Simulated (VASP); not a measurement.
Here is a VASP 6.6.1 calculation.

Contents of INCAR:

```
SYSTEM = S
PREC = Accurate
ENCUT = 520
EDIFF = 1E-6
ISMEAR = 0
SIGMA = 0.05
LREAL = .False.
LASPH = .True.
NELM = 100
ALGO = Normal
ISIF = 2
LWAVE = .False.
LCHARG = .False.
GGA = CA
NBANDS = 13
```

File KPOINTS:

```
regular mesh
0
Gamma
  10 10 5
  0 0 0
```

File POSCAR:

```
S
1.0
    3.2274645600      0.0000000000      0.0000000000
   -1.6137322800      2.7950663000      0.0000000000
    0.0000000000      0.0000000000      6.3124734200
S
2
Direct
    0.3333333333      0.6666666667      0.2553193200
    0.6666666667      0.3333333333      0.7446806800
```

Potentials or basis: VASP PAW LDA potentials, release 64 (S).

Launch:

```bash
$ cat potpaw_LDA.64/S/POTCAR > POTCAR
$ mpirun -np 1 vasp_std > vasp.out
```

What does it give for the pressure?

-15.0 GPa.

Predict the band gap on the k mesh.

zero (band 6 reaches 2.08 eV, above the bottom of band 7 at -0.07 eV).

Estimate the largest force.

0.107 eV/Å.

Stress tensor (GPa, compression positive):
```
-17.85   0.00   0.00
  0.00 -17.85   0.00
  0.00   0.00  -9.21
```
